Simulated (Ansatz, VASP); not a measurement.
# One calculation of NaF, two programs

```
CELL_PARAMETERS angstrom
-0.04647 2.30007 2.30007
2.30007 -0.04647 2.30007
2.30007 2.30007 -0.04647
ATOMIC_POSITIONS crystal
Na 0.00000 0.00000 0.00000
F 0.50000 0.50000 0.50000
```

Change from the starting cell: equal xy, yz and zx shear strains of -2 %, crystal datasets.

Alike in both runs: task electric field gradients; functional LDA; k mesh 10 × 10 × 10; occupations fermi-dirac, width 0.02 eV; no spin polarisation.

|  | VASP | Ansatz |
| --- | --- | --- |
| version | VASP 6.6.1 | Ansatz 0.2.0 |
| potentials or method | VASP PAW LDA potentials, release 64 (Na_pv, F), cutoff 520 eV | all-electron PAW with datasets made for the crystal, scalar-relativistic |

|  | VASP | Ansatz | Ansatz less VASP |
| --- | --- | --- | --- |
| gap on the k mesh at the Fermi level (eV) | 5.86 | 5.87 | +0.010 |
| pressure (GPa) | -4.7 | -4.6 | +0.11 |
| traceless stress, the component that is largest in VASP (GPa) | 0.54 | 0.54 | +0.004 |
| size of Vzz on the site where it differs most (V/Å²) | 1.7 | 1.6 | -0.07 |

LDA's correlation is that of Perdew and Zunger in VASP and of Perdew and Wang (1992) in Ansatz. Ansatz ran all-electron here, and VASP with PAW potentials.
